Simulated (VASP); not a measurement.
# Cu (Fm-3m) in VASP: settings compared

The runs below take Cu through single point, with LDA, PBE.

Everything below comes from runs of VASP 6.6.1. Logs are shortened: lines on timing, memory, paths and dates and some standing lists are left out, and cuts for length are marked.

**1. The cell of the first run**

It takes space group Fm-3m (No. 225, cubic). Conventional cell: a = 3.685 Å, b = 3.685 Å, c = 3.685 Å, α = 90.00°, β = 90.00°, γ = 90.00°. Cu (site symmetry m-3m) has 12 Cu at 2.61 Å within 3.4 Å.

**2. Single point, LDA**

Contents of INCAR:

```
SYSTEM = Cu
  ALGO = Normal
  EDIFF = 1E-7
  ENCUT = 520
  GGA = CA
  ISIF = 2
  ISMEAR = -1
  LASPH = .TRUE.
  LCHARG = .FALSE.
  LREAL = .FALSE.
  LWAVE = .FALSE.
  NBANDS = 12
  NELM = 80
  PREC = Accurate
  SIGMA = 0.06
```

Contents of KPOINTS:

```
k-points
0
G
  12 12 12
  0 0 0
```

Contents of POSCAR:

```
Cu
1.0
    0.0000000000      1.8426200000      1.8426200000
    1.8426200000      0.0000000000      1.8426200000
    1.8426200000      1.8426200000      0.0000000000
Cu
1
Direct
    0.0000000000      0.0000000000      0.0000000000
```

Potentials or basis: VASP PAW LDA potentials, release 64 (Cu).

Command:

```
$ cat potpaw_LDA.64/Cu/POTCAR > POTCAR
$ mpirun -np 1 vasp_std > vasp.out
```

OUTCAR:

```text
SYSTEM = Cu
   EDIFF = 1E-7
   ENCUT = 520
   GGA = CA
   ISIF = 2
   ISMEAR = -1
   LASPH = .TRUE.
   LREAL = .FALSE.
   NELM = 80
   PREC = Accurate

 ion  position               nearest neighbor table
   1  0.000  0.000  0.000-

  LATTYP: Found a face centered cubic cell.
 ALAT       =     3.6852400000

  Lattice vectors:

 A1 = (   0.0000000000,   1.8426200000,   1.8426200000)
 A2 = (   1.8426200000,   0.0000000000,   1.8426200000)
 A3 = (   1.8426200000,   1.8426200000,   0.0000000000)

Analysis of symmetry for initial positions (statically):
=====================================================================
 Subroutine PRICEL returns:
 Original cell was already a primitive cell.

 Routine SETGRP: Setting up the symmetry group for a
 face centered cubic supercell.

 Subroutine GETGRP returns: Found 48 space group operations
 (whereof 48 operations were pure point group operations)
 out of a pool of 48 trial point group operations.

The static configuration has the point symmetry O_h .

Analysis of symmetry for dynamics (positions and initial velocities):
=====================================================================
 Subroutine PRICEL returns:
 Original cell was already a primitive cell.

 Routine SETGRP: Setting up the symmetry group for a
 face centered cubic supercell.

 Subroutine GETGRP returns: Found 48 space group operations
 (whereof 48 operations were pure point group operations)
 out of a pool of 48 trial point group operations.

The dynamic configuration has the point symmetry O_h .

 Subroutine INISYM returns: Found 48 space group operations
 (whereof 48 operations are pure point group operations),
 and found     1 'primitive' translations

----------------------------------------------------------------------------------------

                                     Primitive cell

  volume of cell :      12.5123

  direct lattice vectors                    reciprocal lattice vectors
     0.000000000  1.842620000  1.842620000    -0.271352748  0.271352748  0.271352748
     1.842620000  0.000000000  1.842620000     0.271352748 -0.271352748  0.271352748
     1.842620000  1.842620000  0.000000000     0.271352748  0.271352748 -0.271352748

  length of vectors
     2.605858194  2.605858194  2.605858194     0.469996746  0.469996746  0.469996746

  position of ions in fractional coordinates (direct lattice)
     0.000000000  0.000000000  0.000000000

  ion indices of the primitive-cell ions
   primitive index   ion index
                 1           1

----------------------------------------------------------------------------------------

 KPOINTS: k-points

Automatic generation of k-mesh.
 Grid dimensions read from file:
 generate k-points for:   12   12   12

 Generating k-lattice:

  Cartesian coordinates                     Fractional coordinates (reciprocal lattice)
    -0.022612729  0.022612729  0.022612729     0.083333333  0.000000000  0.000000000
     0.022612729 -0.022612729  0.022612729     0.000000000  0.083333333  0.000000000
     0.022612729  0.022612729 -0.022612729     0.000000000  0.000000000  0.083333333

  Length of vectors
     0.039166395  0.039166395  0.039166395

  Shift w.r.t. Gamma in fractional coordinates (k-lattice)
     0.000000000  0.000000000  0.000000000

 Subroutine IBZKPT returns following result:
 ===========================================

 Found     72 irreducible k-points:

 Following reciprocal coordinates:
            Coordinates               Weight
  0.000000  0.000000  0.000000      1.000000
  0.083333  0.000000  0.000000      8.000000
  0.166667  0.000000  0.000000      8.000000
  0.250000  0.000000  0.000000      8.000000
  0.333333  0.000000  0.000000      8.000000
  0.416667  0.000000  0.000000      8.000000
[... 16 lines left out ...]
  0.500000  0.166667  0.000000     24.000000
 -0.416667  0.166667  0.000000     24.000000
 [... further k-points ...]
   k-points           NKPTS =     72   k-points in BZ     NKDIM =     72   number of bands    NBANDS=     12
   number of dos      NEDOS =    301   number of ions     NIONS =      1
   total plane-waves  NPLWV =   8000
   dimension x,y,z NGX =    20 NGY =   20 NGZ =   20
   dimension x,y,z NGXF=    40 NGYF=   40 NGZF=   40
   ions per type =               1
   NGX,Y,Z   is equivalent  to a cutoff of  12.76, 12.76, 12.76 a.u.
   NGXF,Y,Z  is equivalent  to a cutoff of  25.52, 25.52, 25.52 a.u.
 SYSTEM =  Cu
   PREC   = accura    normal or accurate (medium, high low for compatibility)
   ISTART =      0    job   : 0-new  1-cont  2-samecut
   ICHARG =      2    charge: 1-file 2-atom 10-const
   ISPIN  =      1    spin polarized calculation?
   LNONCOLLINEAR =      F non collinear calculations
   LSORBIT =      F    spin-orbit coupling
   LASPH  =      T    aspherical Exc in radial PAW
   ENCUT  =  520.0 eV  38.22 Ry    6.18 a.u.   4.85  4.85  4.85*2*pi/ulx,y,z
   NELM   =     80;   NELMIN=  2; NELMDL= -5     # of ELM steps
   EDIFF  = 0.1E-06   stopping-criterion for ELM
   LREAL  =      F    real-space projection
   EDIFFG = 0.1E-05   stopping-criterion for IOM
   NSW    =      0    number of steps for IOM
   IBRION =     -1    ionic relax: 0-MD 1-quasi-New 2-CG
   NFREE  =      0    steps in history (QN), initial steepest desc. (CG)
   ISIF   =      2    stress and relaxation
   ISYM   =      2    0-nonsym 1-usesym 2-fastsym
   POTIM  = 0.5000    time-step for ionic-motion
   TEBEG  =    0.0;   TEEND  =   0.0 temperature during run
   PSTRESS=    0.0 pullay stress
   NELECT =      11.0000    total number of electrons
   NUPDOWN=      -1.0000    fix difference up-down
   EMIN   =  10.00;   EMAX   =-10.00  energy-range for DOS
   EFERMI =   0.00;   METHOD = LEGACY
   ISMEAR =    -1;   SIGMA  =   0.06  broadening in eV -4-tet -1-fermi 0-gaus
   EFERMI_NEDOS =   21; number of points for ismear=-14 and -15
   IALGO  =     38    algorithm
   IMIX   =      4    mixing-type and parameters
     AMIX     =   0.40;   BMIX     =  1.00
     AMIX_MAG =   1.60;   BMIX_MAG =  1.00
  volume/ion in A,a.u.               =      12.51        84.44
  Fermi-wavevector in a.u.,A,eV,Ry     =   1.568291  2.963640 33.464022  2.459536
  Thomas-Fermi vector in A             =   2.670344
   LORBIT       =      0    0 simple, 1 ext, 2 COOP (PROOUT), +10 PAW based schemes
   GGA     = CA    functional components
   LHFCALC =     F    Hartree Fock is set to
   AEXX    =    0.0000 exact exchange contribution
   IVDW    =     0    specifies the selected vdW correction
   LEPSILON=     F    determine dielectric tensor
   LRPA    =     F    only Hartree local field effects (RPA)
 non-spin polarized calculation
  energy-cutoff  :      520.00
  volume of cell :       12.51
 maximum number of plane-waves:       347
   NGX =  9   NGY =  9   NGZ =  9

 number of electron      10.9999987 magnetization

 Free energy of the ion-electron system (eV)
  ---------------------------------------------------
  ext. energy  EPLUGINS =         0.00000000
  ---------------------------------------------------
  free energy    TOTEN  =        -4.60633249 eV

  energy without entropy =       -4.60162851  energy(sigma->0) =       -4.60398050

 E-fermi :   6.5358     XC(G=0): -12.7692

 val. band max:        6.5080921702   @ k =   0.5000   0.3333   0.1667
 cond. band min:       6.5694306691   @ k =   0.4167   0.4167   0.0000
 fundamental gap:      0.0613384989
 Fermi energy:         6.5357920223

 k-point     1 :       0.0000    0.0000    0.0000
  band No.  band energies     occupation
      1      -2.2830      2.00000
      2       3.7299      2.00000
      3       3.7299      2.00000
      4       3.7299      2.00000
      5       4.4959      2.00000
      6       4.4959      2.00000
      7      28.8635      0.00000
      8      30.8688      0.00000
      9      30.8688      0.00000
     10      30.8688      0.00000
     11      33.3879      0.00000
     12      33.3879      0.00000

 k-point     2 :       0.0833    0.0000    0.0000
  band No.  band energies     occupation
      1      -2.0410      2.00000
      2       3.6830      2.00000
      3       3.7726      2.00000
      4       3.7726      2.00000
      5       4.4803      2.00000
      6       4.4803      2.00000
      7      26.8833      0.00000
      8      29.4726      0.00000
      9      30.1977      0.00000
     10      30.1977      0.00000
     11      34.4145      0.00000
     12      34.4145      0.00000

 k-point     3 :       0.1667    0.0000    0.0000
  band No.  band energies     occupation
      1      -1.3338      2.00000
      2       3.5742      2.00000
      3       3.8585      2.00000
      4       3.8585      2.00000
      5       4.4729      2.00000
      6       4.4729      2.00000
      7      22.6772      0.00000
      8      29.1684      0.00000
      9      29.2333      0.00000
     10      29.2333      0.00000
     11      35.3625      0.00000
     12      35.8455      0.00000

 k-point     4 :       0.2500    0.0000    0.0000
  band No.  band energies     occupation
      1      -0.2431      2.00000
      2       3.5109      2.00000
      3       3.8774      2.00000
      4       3.8774      2.00000
      5       4.5715      2.00000
      6       4.5715      2.00000
      7      18.5876      0.00000
      8      28.4840      0.00000
      9      28.4840      0.00000
     10      28.6839      0.00000
     11      34.1386      0.00000
     12      34.1386      0.00000

 k-point     5 :       0.3333    0.0000    0.0000
  band No.  band energies     occupation
      1       0.9574      2.00000
      2       3.7698      2.00000
      3       3.8104      2.00000
      4       3.8104      2.00000
      5       4.7689      2.00000
      6       4.7689      2.00000
      7      14.8575      0.00000
      8      27.9950      0.00000
      9      27.9950      0.00000
     10      28.0695      0.00000
     11      32.4236      0.00000
     12      32.4236      0.00000

 k-point     6 :       0.4167    0.0000    0.0000
  band No.  band energies     occupation
      1       1.6699      2.00000
      2       3.7370      2.00000
      3       3.7370      2.00000
      4       4.8223      2.00000
      5       4.9466      2.00000
      6       4.9466      2.00000
      7      11.7000      0.00000
      8      27.5855      0.00000
      9      27.7395      0.00000
     10      27.7395      0.00000
     11      31.3020      0.00000
     12      31.3020      0.00000

 k-point     7 :       0.5000    0.0000    0.0000
  band No.  band energies     occupation
      1       1.8288      2.00000
      2       3.7076      2.00000
      3       3.7076      2.00000
      4       5.0160      2.00000
      5       5.0160      2.00000
      6       5.8239      1.99999
      7      10.0703      0.00000
      8      27.4060      0.00000
      9      27.6651      0.00000
     10      27.6651      0.00000
     11      30.9087      0.00000
     12      30.9087      0.00000

 k-point     8 :       0.0833    0.0833    0.0000
  band No.  band energies     occupation
      1      -1.9605      2.00000
      2       3.6405      2.00000
      3       3.8035      2.00000
      4       3.8035      2.00000
      5       4.4154      2.00000
      6       4.5293      2.00000
      7      27.8269      0.00000
      8      28.5352      0.00000
      9      28.5352      0.00000
     10      29.8211      0.00000
     11      35.1072      0.00000
     12      35.9290      0.00000
[... 166 lines left out ...]
 k-point    20 :       0.2500    0.1667    0.0000
  band No.  band energies     occupation
      1      -0.2192      2.00000
      2       3.2553      2.00000
      3       3.9744      2.00000
      4       4.1293      2.00000
      5       4.3443      2.00000
      6       4.7026      2.00000
      7      21.8955      0.00000
      8      24.4321      0.00000
      9      26.2780      0.00000
     10      27.4724      0.00000
     11      29.9042      0.00000
     12      38.5575      0.00000

 k-point    21 :       0.3333    0.1667    0.0000
  band No.  band energies     occupation
      1       0.8668      2.00000
      2       3.1743      2.00000
      3       3.7879      2.00000
      4       4.1385      2.00000
      5       4.8051      2.00000
      6       4.8542      2.00000
      7      17.9541      0.00000
      8      23.7478      0.00000
      9      24.9649      0.00000
     10      26.4901      0.00000
     11      32.3708      0.00000
     12      37.7511      0.00000

 k-point    22 :       0.4167    0.1667    0.0000
  band No.  band energies     occupation
      1       1.8365      2.00000
      2       3.2808      2.00000
      3       3.6663      2.00000
      4       4.0747      2.00000
      5       4.9975      2.00000
      6       5.6460      2.00000
      7      14.3592      0.00000
      8      23.2323      0.00000
      9      23.5914      0.00000
     10      26.2242      0.00000
     11      35.5092      0.00000
     12      36.9359      0.00000

 k-point    23 :       0.5000    0.1667    0.0000
  band No.  band energies     occupation
      1       2.2318      2.00000
      2       3.3937      2.00000
      3       3.8317      2.00000
      4       4.0062      2.00000
      5       5.0338      2.00000
      6       7.0943      0.00018
      7      11.3519      0.00000
      8      21.8090      0.00000
      9      24.0000      0.00000
     10      26.3108      0.00000
     11      35.6762      0.00000
     12      36.2137      0.00000

 k-point    24 :      -0.4167    0.1667    0.0000
  band No.  band energies     occupation
      1       2.2843      2.00000
      2       3.4306      2.00000
      3       3.9218      2.00000
      4       3.9748      2.00000
      5       4.9259      2.00000
      6       7.6247      0.00000
      7      10.6528      0.00000
      8      20.8209      0.00000
      9      24.9804      0.00000
     10      26.7574      0.00000
     11      34.8084      0.00000
     12      35.7011      0.00000

 [... further k-points ...]
[... 5 lines left out ...]
  --------------------------------------------------------------------------------------
  -------------------------------------------------------------------------------------
  Total       -1.3888710     -1.3888710     -1.3888710      0.0000000      0.0000000      0.0000000
  in kB     -177.8423334   -177.8423334   -177.8423334      0.0000000      0.0000000      0.0000000
  external PRESSURE =    -177.8423334 kB  Pullay stress =       0.0000000 kB

 VOLUME and BASIS-vectors are now :
 -----------------------------------------------------------------------------
  energy-cutoff  :      520.00
  volume of cell :       12.51
      direct lattice vectors                 reciprocal lattice vectors
     0.000000000  1.842620000  1.842620000    -0.271352748  0.271352748  0.271352748
     1.842620000  0.000000000  1.842620000     0.271352748 -0.271352748  0.271352748
     1.842620000  1.842620000  0.000000000     0.271352748  0.271352748 -0.271352748

 POSITION                                       TOTAL-FORCE (eV/Angst)
 -----------------------------------------------------------------------------------
      0.00000      0.00000      0.00000         0.000000      0.000000      0.000000
 -----------------------------------------------------------------------------------
    total drift:                                0.000000      0.000000      0.000000

  FREE ENERGIE OF THE ION-ELECTRON SYSTEM (eV)
  ---------------------------------------------------
  free  energy   TOTEN  =        -4.6063324853 eV

  energy  without entropy=       -4.6016285103  energy(sigma->0) =       -4.60398050
```

Run time: 5.7 s. Hardware: 1 thread of Intel Xeon 6975P-C, shared host; peak memory 0.12 GiB.

What came out:

| Item | Value |
| --- | --- |
| Free energy | -4.6063 eV |
| Pressure | -17.8 GPa |

**3. Single point, PBE**

Contents of INCAR:

```
ALGO = Normal
EDIFF = 1E-6
ENCUT = 520
GGA = PE
ISIF = 2
ISMEAR = -1
LASPH = T
LCHARG = T
LELF = T
LREAL = F
LVHAR = T
LWAVE = F
NBANDS = 12
NELM = 80
PREC = Accurate
SIGMA = 0.06
```

Contents of KPOINTS:

```
k-points
0
Gamma
  12 12 12
```

POSCAR is that of step 2.

Potentials or basis: VASP PAW PBE potentials, release 64 (Cu).

Command:

```
$ cat potpaw_PBE.64/Cu/POTCAR > POTCAR
$ mpirun -np 1 vasp_std > vasp.out
```

Wall time 6 s (1 thread of Intel Xeon 6975P-C, shared host); peak memory 0.13 GiB.

The run converged. Its results:

```
Free energy : -3.7175 eV
Pressure    : -5.2 GPa
```

Levels at points of the mesh, in eV from the Fermi level:
```tsv
k point	band 4	band 5	band 6	band 7	band 8	band 9
(0.00, 0.00, 0.00)	-2.77	-2.02	-2.02	22.22	24.42	24.42
(0.50, 0.00, 0.00)	-1.50	-1.50	-0.75	3.56	20.74	21.27
(0.50, 0.50, 0.00)	-1.37	-1.37	1.63	6.80	12.73	12.73
```
